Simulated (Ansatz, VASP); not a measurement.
# PbS: VASP beside Ansatz

```
CELL_PARAMETERS angstrom
0.00000 2.96575 2.96575
2.96575 0.00000 2.96575
2.96575 2.96575 0.00000
ATOMIC_POSITIONS crystal
Pb 0.00000 0.00000 0.00000
S 0.50000 0.50000 0.50000
```

Alike in both runs: task relaxation of cell and atoms; functional PBE; dispersion D3(BJ); k mesh 5 × 5 × 5; occupations fermi-dirac, width 0.01 eV; no spin polarisation.

```csv
,VASP,Ansatz
version,VASP 6.6.1,Ansatz 0.2.0
potentials or method,"VASP PAW PBE potentials, release 64 (Pb_d, S), cutoff 500 eV","plane waves, PAW"
valence electrons in the cell,20,20
```

|  | VASP | Ansatz | Ansatz less VASP |
| --- | --- | --- | --- |
| relaxed volume (Å³/atom) | 25.97 | 26.03 | +0.059 |
| relaxed cell length with the largest relative difference (Å) | 4.188 | 4.191 | +0.0032 |

Ansatz's warnings: relaxed geometry near dispersion switch.

Neither program's run includes spin-orbit coupling.
